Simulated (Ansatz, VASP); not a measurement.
## Hf in VASP and in Ansatz

File INCAR:

```
PREC     = Accurate       # precision mode
ENCUT    = 520            # plane-wave cutoff, eV
EDIFF    = 1E-6           # SCF threshold, eV
ISMEAR   = -1             # smearing method
SIGMA    = 0.08           # smearing width, eV
LREAL    = F              # projectors in reciprocal space
LASPH    = T              # aspherical terms in the spheres
NELM     = 80             # most SCF steps
ALGO     = Normal         # electronic algorithm
ISIF     = 2              # what is computed and relaxed
LWAVE    = F              # write WAVECAR
LCHARG   = F              # write CHGCAR
GGA      = PE             # functional
NBANDS   = 11             # bands
```

KPOINTS

```
Automatic mesh
0
Gamma
  17 17 17
```

Contents of POSCAR:

```
Hf
1.0
   -1.3071247042      1.3071247042      1.3071247042
    1.3071247042     -1.3071247042      1.3071247042
    1.3071247042      1.3071247042     -1.3071247042
Hf
1
Direct
    0.0000000000      0.0000000000      0.0000000000
```

Input for Ansatz:

```yaml
crystal:
  lattice:
    - [-1.3071247042, 1.3071247042, 1.3071247042]
    - [1.3071247042, -1.3071247042, 1.3071247042]
    - [1.3071247042, 1.3071247042, -1.3071247042]
  atoms:
    - { symbol: Hf, position: [0.0, 0.0, 0.0] }
kpoints:
  mp_grid: { grid: [17, 17, 17] }
scf:
  occupations: { method: fermi_dirac, width: 0.08 }
hamiltonian:
  xc: pbe
  pseudopotentials: { kind: all_electron, datasets: crystal }
output:
  forces: true
  stress: true
  eigenvalues: true
```

Change from the starting cell: volume scaled by 0.4, crystal datasets.

Alike in both runs: task single point; functional PBE; k mesh 17 × 17 × 17; occupations fermi-dirac, width 0.08 eV; no spin polarisation.

```csv
,VASP,Ansatz
version,VASP 6.6.1,Ansatz 0.2.0
potentials or method,"VASP PAW PBE potentials, release 64 (Hf_pv), cutoff 520 eV","all-electron PAW with datasets made for the crystal, scalar-relativistic"
```

```csv
,VASP,Ansatz,Ansatz less VASP
pressure (GPa),477.2,486.7,+9.51
```

Both programs put the cell under a high pressure, so it lies far from rest at this level. Ansatz ran all-electron here, and VASP with PAW potentials.

Spin-orbit coupling is off throughout. Noted on VASP's run: the cell as given lies far from equilibrium.
